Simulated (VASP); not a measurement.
A run of VASP 6.6.1:

File INCAR:

```
SYSTEM = La
ALGO     = Normal         ! electronic algorithm
EDIFF    = 1E-6           ! SCF threshold, eV
ENCUT    = 520            ! plane-wave cutoff, eV
GGA      = CA             ! functional
ISIF     = 2              ! what is computed and relaxed
ISMEAR   = 0              ! smearing method
LASPH    = .True.         ! aspherical terms in the spheres
LCHARG   = .True.         ! write CHGCAR
LELF     = .True.         ! ELF
LREAL    = .False.        ! projectors in reciprocal space
LVHAR    = .True.       
LWAVE    = .False.        ! write WAVECAR
NBANDS   = 12             ! bands
NELM     = 60             ! most SCF steps
PREC     = Accurate       ! precision mode
SIGMA    = 0.05           ! smearing width, eV
```

File KPOINTS:

```
k-points
0
Gamma
  13 13 13
  0 0 0
```

File POSCAR:

```
La
1.0
    2.7785212541      0.0000000000      0.0000000000
    0.0000000000      2.7785212541      0.0000000000
    0.0000000000      0.0000000000      2.7785212541
La
1
Direct
    0.0000000000      0.0000000000      0.0000000000
```

Potentials or basis: VASP PAW LDA potentials, release 64 (La).

Launch:

```sh
$ cat potpaw_LDA.64/La/POTCAR > POTCAR
$ mpirun -np 1 vasp_std > vasp.out
```

Hardware: 1 thread of Intel(R) Xeon(R) 6975P-C (Granite Rapids), on a shared host.

**Question.** Estimate the wall time of this run.

**Answer.** Wall time 6.7 s on 1 thread of Intel(R) Xeon(R) 6975P-C (Granite Rapids), on a shared host, peak memory 0.16 GiB. Counts: scf iterations 11, k points 84.
